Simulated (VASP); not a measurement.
# SiC (kscan) (F-43m) in VASP: phonons with r2SCAN

Aim: the phonons of SiC (kscan) with r2SCAN.

All numbers are computed with VASP 6.6.1; they aren't measurements. Logs are shortened: lines on timing, memory, paths and dates and some standing lists are left out, and cuts for length are marked.

## Step 1: The cell of the first run

The structure is cubic, space group F-43m (No. 216). The conventional cell has a = 4.357 Å, b = 4.357 Å, c = 4.357 Å, α = 90.00°, β = 90.00°, γ = 90.00°. Within 2.5 Å of Si (site symmetry -43m) lie 4 C at 1.89 Å. C (site symmetry -43m) has 4 Si at 1.89 Å within 2.5 Å.

## Step 2: Phonons, r2SCAN

File INCAR:

```
SYSTEM = SiC
ALGO = Normal ; EDIFF = 1E-8
ENCUT = 520 ; IBRION = 6
ISIF = 2 ; ISMEAR = 0
LASPH = .True. ; LCHARG = .False.
LMIXTAU = .True. ; LREAL = .False.
LWAVE = .False. ; METAGGA = R2SCAN
NBANDS = 11 ; NELM = 60
NFREE = 2 ; NSW = 1
POTIM = 0.015 ; PREC = Accurate
SIGMA = 0.01
```

File KPOINTS:

```
k-points
0
Gamma
  10 10 10
  0 0 0
```

File POSCAR:

```
SiC
1.0
    0.0000000000      2.1783082557      2.1783082557
    2.1783082557      0.0000000000      2.1783082557
    2.1783082557      2.1783082557      0.0000000000
Si C
1 1
Direct
    0.7500000000      0.7500000000      0.7500000000
    0.0000000000      0.0000000000      0.0000000000
```

Potentials or basis: VASP PAW PBE potentials, release 64 (Si, C).

Started as:

```sh
cat potpaw_PBE.64/Si/POTCAR potpaw_PBE.64/C/POTCAR > POTCAR
mpirun -np 1 vasp_std > vasp.out
```

OUTCAR:

```text
SYSTEM = SiC
   EDIFF = 1E-8
   ENCUT = 520
   IBRION = 6
   ISIF = 2
   ISMEAR = 0
   LASPH = .True.
   LREAL = .False.
   METAGGA = R2SCAN
   NELM = 60
   NFREE = 2
   NSW = 1
   POTIM = 0.015
   PREC = Accurate

 ion  position               nearest neighbor table
   1  0.750  0.750  0.750-   2 1.89   2 1.89   2 1.89   2 1.89
   2  0.000  0.000  0.000-   1 1.89   1 1.89   1 1.89   1 1.89

  LATTYP: Found a face centered cubic cell.
 ALAT       =     4.3566165114

  Lattice vectors:

 A1 = (   0.0000000000,   2.1783082557,   2.1783082557)
 A2 = (   2.1783082557,   0.0000000000,   2.1783082557)
 A3 = (   2.1783082557,   2.1783082557,   0.0000000000)

Analysis of symmetry for initial positions (statically):
=====================================================================
 Subroutine PRICEL returns:
 Original cell was already a primitive cell.

 Routine SETGRP: Setting up the symmetry group for a
 face centered cubic supercell.

 Subroutine GETGRP returns: Found 24 space group operations
 (whereof 24 operations were pure point group operations)
 out of a pool of 48 trial point group operations.

The static configuration has the point symmetry T_d .

Analysis of symmetry for dynamics (positions and initial velocities):
=====================================================================
 Subroutine PRICEL returns:
 Original cell was already a primitive cell.

 Routine SETGRP: Setting up the symmetry group for a
 face centered cubic supercell.

 Subroutine GETGRP returns: Found 24 space group operations
 (whereof 24 operations were pure point group operations)
 out of a pool of 48 trial point group operations.

The dynamic configuration has the point symmetry T_d .

 Subroutine INISYM returns: Found 24 space group operations
 (whereof 24 operations are pure point group operations),
 and found     1 'primitive' translations

----------------------------------------------------------------------------------------

                                     Primitive cell

  volume of cell :      20.6723

  direct lattice vectors                    reciprocal lattice vectors
     0.000000000  2.178308256  2.178308256    -0.229535925  0.229535925  0.229535925
     2.178308256  0.000000000  2.178308256     0.229535925 -0.229535925  0.229535925
     2.178308256  2.178308256  0.000000000     0.229535925  0.229535925 -0.229535925

  length of vectors
     3.080593078  3.080593078  3.080593078     0.397567884  0.397567884  0.397567884

  position of ions in fractional coordinates (direct lattice)
     0.750000000  0.750000000  0.750000000
     0.000000000  0.000000000  0.000000000

  ion indices of the primitive-cell ions
   primitive index   ion index
                 1           1
                 2           2

----------------------------------------------------------------------------------------

 KPOINTS: k-points

Automatic generation of k-mesh.
 Grid dimensions read from file:
 generate k-points for:   10   10   10

 Generating k-lattice:

  Cartesian coordinates                     Fractional coordinates (reciprocal lattice)
    -0.022953592  0.022953592  0.022953592     0.100000000  0.000000000  0.000000000
     0.022953592 -0.022953592  0.022953592     0.000000000  0.100000000  0.000000000
     0.022953592  0.022953592 -0.022953592     0.000000000  0.000000000  0.100000000

  Length of vectors
     0.039756788  0.039756788  0.039756788

  Shift w.r.t. Gamma in fractional coordinates (k-lattice)
     0.000000000  0.000000000  0.000000000

 Subroutine IBZKPT returns following result:
 ===========================================

 Found     47 irreducible k-points:

 Following reciprocal coordinates:
            Coordinates               Weight
  0.000000  0.000000  0.000000      1.000000
  0.100000  0.000000  0.000000      8.000000
  0.200000  0.000000  0.000000      8.000000
  0.300000  0.000000  0.000000      8.000000
  0.400000  0.000000  0.000000      8.000000
  0.500000  0.000000  0.000000      4.000000
[... 16 lines left out ...]
  0.300000  0.300000  0.000000      6.000000
  0.400000  0.300000  0.000000     24.000000
 [... further k-points ...]
   k-points           NKPTS =     47   k-points in BZ     NKDIM =     47   number of bands    NBANDS=     11
   number of dos      NEDOS =    301   number of ions     NIONS =      2
   total plane-waves  NPLWV =  13824
   dimension x,y,z NGX =    24 NGY =   24 NGZ =   24
   dimension x,y,z NGXF=    48 NGYF=   48 NGZF=   48
   ions per type =               1   1
   NGX,Y,Z   is equivalent  to a cutoff of  12.95, 12.95, 12.95 a.u.
   NGXF,Y,Z  is equivalent  to a cutoff of  25.90, 25.90, 25.90 a.u.
 SYSTEM =  SiC
   PREC   = accura    normal or accurate (medium, high low for compatibility)
   ISTART =      0    job   : 0-new  1-cont  2-samecut
   ICHARG =      2    charge: 1-file 2-atom 10-const
   ISPIN  =      1    spin polarized calculation?
   LNONCOLLINEAR =      F non collinear calculations
   LSORBIT =      F    spin-orbit coupling
   LASPH  =      T    aspherical Exc in radial PAW
   ENCUT  =  520.0 eV  38.22 Ry    6.18 a.u.   5.73  5.73  5.73*2*pi/ulx,y,z
   NELM   =     60;   NELMIN=  2; NELMDL= -5     # of ELM steps
   EDIFF  = 0.1E-07   stopping-criterion for ELM
   LREAL  =      F    real-space projection
   EDIFFG = 0.1E-06   stopping-criterion for IOM
   NSW    =     61    number of steps for IOM
   IBRION =      6    ionic relax: 0-MD 1-quasi-New 2-CG
   NFREE  =      2    steps in history (QN), initial steepest desc. (CG)
   ISIF   =      2    stress and relaxation
   ISYM   =      2    0-nonsym 1-usesym 2-fastsym
   POTIM  = 0.0150    time-step for ionic-motion
   TEBEG  =    0.0;   TEEND  =   0.0 temperature during run
   PSTRESS=    0.0 pullay stress
   NELECT =       8.0000    total number of electrons
   NUPDOWN=      -1.0000    fix difference up-down
   EMIN   =  10.00;   EMAX   =-10.00  energy-range for DOS
   EFERMI =   0.00;   METHOD = LEGACY
   ISMEAR =     0;   SIGMA  =   0.01  broadening in eV -4-tet -1-fermi 0-gaus
   EFERMI_NEDOS =   21; number of points for ismear=-14 and -15
   IALGO  =     38    algorithm
   IMIX   =      4    mixing-type and parameters
     AMIX     =   0.40;   BMIX     =  1.00
     AMIX_MAG =   1.60;   BMIX_MAG =  1.00
  volume/ion in A,a.u.               =      10.34        69.75
  Fermi-wavevector in a.u.,A,eV,Ry     =   1.193005  2.254452 19.364631  1.423260
  Thomas-Fermi vector in A             =   2.329029
   LORBIT       =      0    0 simple, 1 ext, 2 COOP (PROOUT), +10 PAW based schemes
   METAGGA = R2SCAN    functional components
   LHFCALC =     F    Hartree Fock is set to
   AEXX    =    0.0000 exact exchange contribution
   IVDW    =     0    specifies the selected vdW correction
   LEPSILON=     F    determine dielectric tensor
   LRPA    =     F    only Hartree local field effects (RPA)
 finite differences with symmetry
 non-spin polarized calculation
 Gauss-broadening in eV      SIGMA  =   0.01
  energy-cutoff  :      520.00
  volume of cell :       20.67
 maximum number of plane-waves:       568
   NGX = 11   NGY = 11   NGZ = 11

--------------------------------------- Ionic step        1  -------------------------------------------

 number of electron       8.0000001 magnetization

 Free energy of the ion-electron system (eV)
  ---------------------------------------------------
  ext. energy  EPLUGINS =         0.00000000
  ---------------------------------------------------
  free energy    TOTEN  =       -19.32695340 eV

  energy without entropy =      -19.32695340  energy(sigma->0) =      -19.32695340

------------------------ aborting loop because EDIFF is reached ----------------------------------------

  FORCE on cell =-STRESS in cart. coord.  units (eV):
  Direction    XX          YY          ZZ          XY          YZ          ZX
  --------------------------------------------------------------------------------------
  -------------------------------------------------------------------------------------
  Total       -0.0293551     -0.0293551     -0.0293551     -0.0000000     -0.0000000      0.0000000
  in kB       -2.2751300     -2.2751300     -2.2751300     -0.0000000     -0.0000000      0.0000000
  external PRESSURE =      -2.2751300 kB  Pullay stress =       0.0000000 kB
[... 129 lines left out ...]
  energy  without entropy=      -19.3247412124  energy(sigma->0) =      -19.32474121

--------------------------------------- Ionic step        5  -------------------------------------------

 number of electron       8.0000001 magnetization

 Free energy of the ion-electron system (eV)
  ---------------------------------------------------
  ext. energy  EPLUGINS =         0.00000000
  ---------------------------------------------------
  free energy    TOTEN  =       -19.32474120 eV

  energy without entropy =      -19.32474120  energy(sigma->0) =      -19.32474120

 E-fermi :   8.2118     XC(G=0): -11.9387

 val. band max:        8.0675161484   @ k =   0.0000   0.0000   0.0000
 cond. band min:       9.7166257962   @ k =   0.5000   0.5000   0.0000
 fundamental gap:      1.6491096478
 Fermi energy:         8.2117799956

 k-point     1 :       0.0000    0.0000    0.0000
  band No.  band energies     occupation
      1      -8.1944      2.00000
      2       7.9168      2.00000
      3       7.9934      2.00000
      4       8.0675      2.00000
      5      14.8378      0.00000
      6      15.8176      0.00000
      7      15.8486      0.00000
      8      15.8815      0.00000
      9      23.2068      0.00000
     10      23.2071      0.00000
     11      25.7710      0.00000
[... 309 lines left out ...]
 k-point    24 :       0.4000    0.3000    0.0000
  band No.  band energies     occupation
      1      -4.9560      2.00000
      2       2.1332      2.00000
      3       4.7464      2.00000
      4       5.2456      2.00000
      5      11.2853      0.00000
      6      14.1583      0.00000
      7      20.5039      0.00000
      8      20.8329      0.00000
      9      22.8263      0.00000
     10      27.0555      0.00000
     11      30.5533      0.00000

 [... further k-points ...]
[... 5 lines left out ...]
  --------------------------------------------------------------------------------------
  -------------------------------------------------------------------------------------
  Total       -0.0294774     -0.0241145     -0.0241145      0.0000000      0.1135217      0.0000000
  in kB       -2.2846073     -1.8689657     -1.8689657      0.0000000      8.7983553      0.0000000
  external PRESSURE =      -2.0075129 kB  Pullay stress =       0.0000000 kB
[... 17 lines left out ...]
  FREE ENERGIE OF THE ION-ELECTRON SYSTEM (eV)
  ---------------------------------------------------
  free  energy   TOTEN  =       -19.3247412001 eV

  energy  without entropy=      -19.3247412001  energy(sigma->0) =      -19.32474120

 INTERNAL STRAIN TENSORS FROM DISPLACED ATOMS
 ============================================

 INTERNAL STRAIN TENSOR FOR ION    1 for displacements in x,y,z  (eV/Angst):
          X           Y           Z          XY          YZ          ZX
  --------------------------------------------------------------------------------
  x     0.00000     0.00000     0.00000     0.00000     7.56827     0.00000
  y     0.00000     0.00000     0.00000     0.00000     0.00000     7.56827
  z     0.00000     0.00000     0.00000     7.56827     0.00000     0.00000

 INTERNAL STRAIN TENSOR FOR ION    2 for displacements in x,y,z  (eV/Angst):
          X           Y           Z          XY          YZ          ZX
  --------------------------------------------------------------------------------
  x     0.00000    -0.00000    -0.00000     0.00000    -7.56829     0.00000
  y    -0.00000     0.00000    -0.00000     0.00000     0.00000    -7.56829
  z    -0.00000    -0.00000     0.00000    -7.56829     0.00000     0.00000

 Eigenvectors and eigenvalues of the dynamical matrix
 ----------------------------------------------------

   1 f  =   23.903485 THz   150.190025 2PiTHz  797.334429 cm-1    98.856825 meV
             X         Y         Z           dx          dy          dz
      3.267462  3.267462  3.267462     0.000000    0.547294    0.000000
      0.000000  0.000000  0.000000     0.000000   -0.836940    0.000000

   2 f  =   23.903485 THz   150.190025 2PiTHz  797.334429 cm-1    98.856825 meV
             X         Y         Z           dx          dy          dz
      3.267462  3.267462  3.267462    -0.547294    0.000000    0.000000
      0.000000  0.000000  0.000000     0.836940    0.000000    0.000000
[... 11 lines left out ...]
   5 f/i=    0.000658 THz     0.004132 2PiTHz    0.021937 cm-1     0.002720 meV
             X         Y         Z           dx          dy          dz
      3.267462  3.267462  3.267462     0.000000   -0.836940    0.000000
      0.000000  0.000000  0.000000     0.000000   -0.547294    0.000000

   6 f/i=    0.000658 THz     0.004132 2PiTHz    0.021937 cm-1     0.002720 meV
             X         Y         Z           dx          dy          dz
      3.267462  3.267462  3.267462     0.000000    0.000000    0.836940
      0.000000  0.000000  0.000000     0.000000    0.000000    0.547294

 ELASTIC MODULI CONTR FROM IONIC RELAXATION (kBar)
 Direction    XX          YY          ZZ          XY          YZ          ZX
 --------------------------------------------------------------------------------
 XX          -0.0000      0.0000      0.0000     -0.0000      0.0000     -0.0000
 YY           0.0000     -0.0000     -0.0000     -0.0000     -0.0000      0.0000
 ZZ           0.0000     -0.0000     -0.0000      0.0000     -0.0000     -0.0000
 XY          -0.0000     -0.0000      0.0000   -225.7116     -0.0000      0.0000
 YZ           0.0000     -0.0000     -0.0000     -0.0000   -225.7116      0.0000
 ZX          -0.0000      0.0000     -0.0000      0.0000      0.0000   -225.7116
 --------------------------------------------------------------------------------
```

Wall time 8.3 min (1 thread of Intel Xeon 8259CL, shared host); peak memory 0.19 GiB.

What came out:

| Item | Value |
| --- | --- |
| Highest phonon frequency at Γ, LO-TO splitting left out | 797 cm⁻¹ |

Phonon frequencies in cm⁻¹ (negative: imaginary):
```tsv
q point	frequencies
(0.000, 0.000, 0.000)	0 0 0 797 797 797
```

Caveat: the PAW data sets were made with another functional, which shifts forces and pressure a little.
